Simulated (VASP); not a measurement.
# ZnSe (gw) (F-43m) in VASP: a series of runs, part 2 of 2

VASP 6.6.1. The steps go on from the part before.

## (3) Single point, PBEsol

Input file INCAR:

```
  ALGO = Normal
  EDIFF = 1E-6
  ENCUT = 500
  GGA = PS
  GGA_COMPAT = False
  ISIF = 2
  ISMEAR = 0
  LASPH = True
  LCHARG = True
  LELF = True
  LREAL = False
  LVHAR = True
  LWAVE = False
  NBANDS = 16
  NELM = 120
  PREC = Accurate
  SIGMA = 0.01
```

Input file KPOINTS:

```
k-points
0
Gamma
  4 4 4
```

Input file POSCAR:

```
ZnSe
1.0
    0.0000000000      2.8165981569      2.8165981569
    2.8165981569      0.0000000000      2.8165981569
    2.8165981569      2.8165981569      0.0000000000
Zn Se
1 1
Direct
    0.0000000000      0.0000000000      0.0000000000
    0.2500000000      0.2500000000      0.2500000000
```

Potentials or basis: VASP PAW PBE potentials, release 64 (Zn, Se).

Launch:

```sh
$ cat potpaw_PBE.64/Zn/POTCAR potpaw_PBE.64/Se/POTCAR > POTCAR
$ mpirun -np 1 vasp_std > vasp.out
```

OUTCAR:

```text
EDIFF = 1E-6
   ENCUT = 500
   GGA = PS
   ISIF = 2
   ISMEAR = 0
   LASPH = True
   LREAL = False
   NELM = 120
   PREC = Accurate

 ion  position               nearest neighbor table
   1  0.000  0.000  0.000-   2 2.44   2 2.44   2 2.44   2 2.44
   2  0.250  0.250  0.250-   1 2.44   1 2.44   1 2.44   1 2.44

  LATTYP: Found a face centered cubic cell.
 ALAT       =     5.6331963138

  Lattice vectors:

 A1 = (   0.0000000000,   2.8165981569,   2.8165981569)
 A2 = (   2.8165981569,   0.0000000000,   2.8165981569)
 A3 = (   2.8165981569,   2.8165981569,   0.0000000000)

Analysis of symmetry for initial positions (statically):
=====================================================================
 Subroutine PRICEL returns:
 Original cell was already a primitive cell.

 Routine SETGRP: Setting up the symmetry group for a
 face centered cubic supercell.

 Subroutine GETGRP returns: Found 24 space group operations
 (whereof 24 operations were pure point group operations)
 out of a pool of 48 trial point group operations.

The static configuration has the point symmetry T_d .

Analysis of symmetry for dynamics (positions and initial velocities):
=====================================================================
 Subroutine PRICEL returns:
 Original cell was already a primitive cell.

 Routine SETGRP: Setting up the symmetry group for a
 face centered cubic supercell.

 Subroutine GETGRP returns: Found 24 space group operations
 (whereof 24 operations were pure point group operations)
 out of a pool of 48 trial point group operations.

The dynamic configuration has the point symmetry T_d .

 Subroutine INISYM returns: Found 24 space group operations
 (whereof 24 operations are pure point group operations),
 and found     1 'primitive' translations

----------------------------------------------------------------------------------------

                                     Primitive cell

  volume of cell :      44.6894

  direct lattice vectors                    reciprocal lattice vectors
     0.000000000  2.816598157  2.816598157    -0.177519111  0.177519111  0.177519111
     2.816598157  0.000000000  2.816598157     0.177519111 -0.177519111  0.177519111
     2.816598157  2.816598157  0.000000000     0.177519111  0.177519111 -0.177519111

  length of vectors
     3.983271313  3.983271313  3.983271313     0.307472119  0.307472119  0.307472119

  position of ions in fractional coordinates (direct lattice)
     0.000000000  0.000000000  0.000000000
     0.250000000  0.250000000  0.250000000

  ion indices of the primitive-cell ions
   primitive index   ion index
                 1           1
                 2           2

----------------------------------------------------------------------------------------

 KPOINTS: k-points

Automatic generation of k-mesh.
 Grid dimensions read from file:
 generate k-points for:    4    4    4

 Generating k-lattice:

  Cartesian coordinates                     Fractional coordinates (reciprocal lattice)
    -0.044379778  0.044379778  0.044379778     0.250000000  0.000000000  0.000000000
     0.044379778 -0.044379778  0.044379778     0.000000000  0.250000000  0.000000000
     0.044379778  0.044379778 -0.044379778     0.000000000  0.000000000  0.250000000

  Length of vectors
     0.076868030  0.076868030  0.076868030

  Shift w.r.t. Gamma in fractional coordinates (k-lattice)
     0.000000000  0.000000000  0.000000000

 Subroutine IBZKPT returns following result:
 ===========================================

 Found      8 irreducible k-points:

 Following reciprocal coordinates:
            Coordinates               Weight
  0.000000  0.000000  0.000000      1.000000
  0.250000  0.000000  0.000000      8.000000
  0.500000  0.000000  0.000000      4.000000
  0.250000  0.250000  0.000000      6.000000
  0.500000  0.250000  0.000000     24.000000
 -0.250000  0.250000  0.000000     12.000000
  0.500000  0.500000  0.000000      3.000000
 -0.250000  0.500000  0.250000      6.000000
   k-points           NKPTS =      8   k-points in BZ     NKDIM =      8   number of bands    NBANDS=     16
   number of dos      NEDOS =    301   number of ions     NIONS =      2
   total plane-waves  NPLWV =  27000
   dimension x,y,z NGX =    30 NGY =   30 NGZ =   30
   dimension x,y,z NGXF=    60 NGYF=   60 NGZF=   60
   ions per type =               1   1
   NGX,Y,Z   is equivalent  to a cutoff of  12.52, 12.52, 12.52 a.u.
   NGXF,Y,Z  is equivalent  to a cutoff of  25.04, 25.04, 25.04 a.u.
 SYSTEM =  unknown system
   PREC   = accura    normal or accurate (medium, high low for compatibility)
   ISTART =      0    job   : 0-new  1-cont  2-samecut
   ICHARG =      2    charge: 1-file 2-atom 10-const
   ISPIN  =      1    spin polarized calculation?
   LNONCOLLINEAR =      F non collinear calculations
   LSORBIT =      F    spin-orbit coupling
   LASPH  =      T    aspherical Exc in radial PAW
   ENCUT  =  500.0 eV  36.75 Ry    6.06 a.u.   7.26  7.26  7.26*2*pi/ulx,y,z
   NELM   =    120;   NELMIN=  2; NELMDL= -5     # of ELM steps
   EDIFF  = 0.1E-05   stopping-criterion for ELM
   LREAL  =      F    real-space projection
   EDIFFG = 0.1E-04   stopping-criterion for IOM
   NSW    =      0    number of steps for IOM
   IBRION =     -1    ionic relax: 0-MD 1-quasi-New 2-CG
   NFREE  =      0    steps in history (QN), initial steepest desc. (CG)
   ISIF   =      2    stress and relaxation
   ISYM   =      2    0-nonsym 1-usesym 2-fastsym
   POTIM  = 0.5000    time-step for ionic-motion
   TEBEG  =    0.0;   TEEND  =   0.0 temperature during run
   PSTRESS=    0.0 pullay stress
   NELECT =      18.0000    total number of electrons
   NUPDOWN=      -1.0000    fix difference up-down
   EMIN   =  10.00;   EMAX   =-10.00  energy-range for DOS
   EFERMI =   0.00;   METHOD = LEGACY
   ISMEAR =     0;   SIGMA  =   0.01  broadening in eV -4-tet -1-fermi 0-gaus
   EFERMI_NEDOS =   21; number of points for ismear=-14 and -15
   IALGO  =     38    algorithm
   IMIX   =      4    mixing-type and parameters
     AMIX     =   0.40;   BMIX     =  1.00
     AMIX_MAG =   1.60;   BMIX_MAG =  1.00
  volume/ion in A,a.u.               =      22.34       150.79
  Fermi-wavevector in a.u.,A,eV,Ry     =   1.209012  2.284702 19.887787  1.461711
  Thomas-Fermi vector in A             =   2.344603
   LORBIT       =      0    0 simple, 1 ext, 2 COOP (PROOUT), +10 PAW based schemes
   GGA     = PS    functional components
   LHFCALC =     F    Hartree Fock is set to
   AEXX    =    0.0000 exact exchange contribution
   IVDW    =     0    specifies the selected vdW correction
   LEPSILON=     F    determine dielectric tensor
   LRPA    =     F    only Hartree local field effects (RPA)
 non-spin polarized calculation
 Gauss-broadening in eV      SIGMA  =   0.01
  energy-cutoff  :      500.00
  volume of cell :       44.69
 maximum number of plane-waves:      1158
 NGX is ok and might be reduce to    30
   NGX = 15   NGY = 15   NGZ = 15

 number of electron      17.9999998 magnetization

 Free energy of the ion-electron system (eV)
  ---------------------------------------------------
  ext. energy  EPLUGINS =         0.00000000
  ---------------------------------------------------
  free energy    TOTEN  =        -6.69966458 eV

  energy without entropy =       -6.69966458  energy(sigma->0) =       -6.69966458

 E-fermi :   1.8031     XC(G=0):  -9.5963

 val. band max:        1.6792979585   @ k =   0.0000   0.0000   0.0000
 cond. band min:       2.9078678884   @ k =   0.0000   0.0000   0.0000
 fundamental gap:      1.2285699298
 Fermi energy:         1.8031226401

 k-point     1 :       0.0000    0.0000    0.0000
  band No.  band energies     occupation
      1     -11.7222      2.00000
      2      -4.9765      2.00000
      3      -4.9765      2.00000
      4      -4.9765      2.00000
      5      -4.5916      2.00000
      6      -4.5916      2.00000
[... 8 lines left out ...]
     15      13.1268      0.00000
     16      13.1268      0.00000
[... 115 lines left out ...]
 k-point     8 :      -0.2500    0.5000    0.2500
  band No.  band energies     occupation
      1     -10.5994      2.00000
      2      -4.8614      2.00000
      3      -4.7605      2.00000
      4      -4.6291      2.00000
      5      -4.6225      2.00000
      6      -4.2730      2.00000
[... 8 lines left out ...]
     15      15.5011      0.00000
     16      15.7294      0.00000

------------------------ aborting loop because EDIFF is reached ----------------------------------------

  FORCE on cell =-STRESS in cart. coord.  units (eV):
  Direction    XX          YY          ZZ          XY          YZ          ZX
  --------------------------------------------------------------------------------------
  -------------------------------------------------------------------------------------
  Total        0.1792958      0.1792958      0.1792958     -0.0000000      0.0000000      0.0000000
  in kB        6.4280024      6.4280024      6.4280024     -0.0000000      0.0000000      0.0000000
  external PRESSURE =       6.4280024 kB  Pullay stress =       0.0000000 kB

 VOLUME and BASIS-vectors are now :
 -----------------------------------------------------------------------------
  energy-cutoff  :      500.00
  volume of cell :       44.69
      direct lattice vectors                 reciprocal lattice vectors
     0.000000000  2.816598157  2.816598157    -0.177519111  0.177519111  0.177519111
     2.816598157  0.000000000  2.816598157     0.177519111 -0.177519111  0.177519111
     2.816598157  2.816598157  0.000000000     0.177519111  0.177519111 -0.177519111

 POSITION                                       TOTAL-FORCE (eV/Angst)
 -----------------------------------------------------------------------------------
      0.00000      0.00000      0.00000        -0.000000      0.000000     -0.000000
      1.40830      1.40830      1.40830         0.000000      0.000000      0.000000
 -----------------------------------------------------------------------------------
    total drift:                               -0.000000     -0.000000      0.000000

  FREE ENERGIE OF THE ION-ELECTRON SYSTEM (eV)
  ---------------------------------------------------
  free  energy   TOTEN  =        -6.6996645810 eV

  energy  without entropy=       -6.6996645810  energy(sigma->0) =       -6.69966458
```

stdout:

```text
POSCAR found type information on POSCAR ZnSe
 POSCAR found :  2 types and       2 ions
 scaLAPACK will be used
 -----------------------------------------------------------------------------
|                                                                             |
|                                                                             |
|     You enforced a specific xc type in the INCAR file but a different       |
|     I HOPE YOU KNOW WHAT YOU ARE DOING!                                     |
|                                                                             |
 -----------------------------------------------------------------------------

 LDA part: xc-table for (Slater+PW92), standard interpolation
 POSCAR, INCAR and KPOINTS ok, starting setup
 FFT: planning ... GRIDC
 FFT: planning ... GRID_SOFT
 FFT: planning ... GRID
 WAVECAR not read
 entering main loop
```

Run time: 10 s. Hardware: 1 thread of AMD EPYC 9R45 (Zen 5), shared host; peak memory 0.13 GiB.

What came out:

| Quantity | Value |
| --- | --- |
| Free energy | -6.6997 eV |
| Pressure | 0.6 GPa |
| Band gap on the k mesh | 1.23 eV, direct |

Levels at points of the mesh, in eV from the valence-band top:
```
           k point  band 5  band 6  band 7  band 8  band 9  band 10  band 11  band 12  band 13  band 14
(0.00, 0.00, 0.00)   -6.27   -6.27    0.00    0.00    0.00     1.23     5.70     5.70     5.70     9.79
(0.50, 0.00, 0.00)   -6.25   -6.10   -5.42   -0.91   -0.91     2.46     6.28     6.28     8.44    10.89
(0.50, 0.50, 0.00)   -6.22   -6.09   -4.89   -2.28   -2.28     2.77     3.35    10.74    11.28    11.28
```

Caveat: the k points lie up to 0.48 Å⁻¹ apart; the PAW data sets were made with another functional, which shifts forces and pressure a little.
